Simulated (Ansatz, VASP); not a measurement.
CsCl: VASP beside Ansatz

INCAR

```
  PREC = Accurate
  ENCUT = 500
  EDIFF = 1E-6
  ISMEAR = 0
  SIGMA = 0.01
  LREAL = F
  LASPH = T
  NELM = 120
  ALGO = Normal
  ISIF = 2
  LWAVE = F
  LCHARG = T
  GGA = PS
  LELF = T
  LVHAR = T
  NBANDS = 15
  GGA_COMPAT = F
```

KPOINTS

```
Automatic mesh
0
Gamma
  6 6 6
```

The input POSCAR:

```
CsCl
1.0
    4.0450179329      0.0000000000      0.0000000000
    0.0000000000      4.0450179329      0.0000000000
    0.0000000000      0.0000000000      4.0450179329
Cs Cl
1 1
Direct
    0.0000000000      0.0000000000      0.0000000000
    0.5000000000      0.5000000000      0.5000000000
```

Input for Ansatz:

```yaml
crystal:
  lattice:
    - [4.04501793294, 0.0, 0.0]
    - [0.0, 4.04501793294, 0.0]
    - [0.0, 0.0, 4.04501793294]
  atoms:
    - { symbol: Cs, position: [0.0, 0.0, 0.0] }
    - { symbol: Cl, position: [0.5, 0.5, 0.5] }
kpoints:
  mp_grid: { grid: [6, 6, 6] }
scf:
  occupations: { method: fixed }
  convergence: { dr2_threshold: 1.0e-10 }
hamiltonian:
  xc: pbesol
  pseudopotentials: { kind: all_electron, lapw: { basis_error: 0.0005 } }
output:
  forces: true
  stress: true
  eigenstates:
    kpoints:
      - [0.0, 0.0, 0.0]
      - [0.0, 0.5, 0.5]
      - [0.5, 0.0, 0.5]
      - [0.5, 0.5, 0.0]
      - [-0.5, -0.5, -0.5]
      - [0.0, -0.5, 0.0]
      - [0.0, 0.0, -0.5]
      - [-0.5, 0.0, 0.0]
  eigenvalues: true
```

Alike in both runs: task single point; functional PBEsol; k mesh 6 × 6 × 6; no spin polarisation.

|  | VASP | Ansatz |
| --- | --- | --- |
| version | VASP 6.6.1 | Ansatz 0.2.0 |
| potentials or method | VASP PAW PBE potentials, release 64 (Cs_sv, Cl), cutoff 500 eV | all-electron LAPW, scalar-relativistic |
| occupations | gaussian, width 0.01 eV | fixed |

VASP gave:

| Item | Value |
| --- | --- |
| gap on the k mesh at the Fermi level (eV) | 5.19 |
| pressure (GPa) | 0.4 |

**Question.** What did Ansatz give for the same quantities?

**Answer.** gap on the k mesh at the Fermi level (eV): 5.20; pressure (GPa): 0.3.

VASP's potentials were made for PBE, not for PBEsol. Ansatz ran all-electron here, and VASP with PAW potentials.

Neither program's run includes spin-orbit coupling.
